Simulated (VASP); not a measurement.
A run of VASP 6.6.1 is set up as follows.

File INCAR:

```
PREC = Accurate ; ENCUT = 400
EDIFF = 1E-8 ; ISMEAR = -1
SIGMA = 0.05 ; LREAL = F
LASPH = T ; NELM = 120
ALGO = Normal ; ISIF = 2
LWAVE = F ; LCHARG = F
GGA = PE ; LEFG = T
NBANDS = 10 ; GGA_COMPAT = F
```

The input KPOINTS:

```
Automatic mesh
0
Gamma
  12 12 12
```

Contents of POSCAR:

```
Na
1.0
   -2.1315235875      2.1315235875      2.1315235875
    2.1315235875     -2.1315235875      2.1315235875
    2.1315235875      2.1315235875     -2.1315235875
Na
1
Direct
    0.0000000000      0.0000000000      0.0000000000
```

Potentials or basis: VASP PAW PBE potentials, release 64 (Na_pv).

Launch:

```sh
$ cat potpaw_PBE.64/Na_pv/POTCAR > POTCAR
$ mpirun -np 1 vasp_std > vasp.out
```

(1) What does it give for the band gap on the k mesh?

(2) Predict the pressure.

Answers

(1) zero (an odd number of electrons rules out a gap without spin polarisation).

(2) -0.5 GPa.
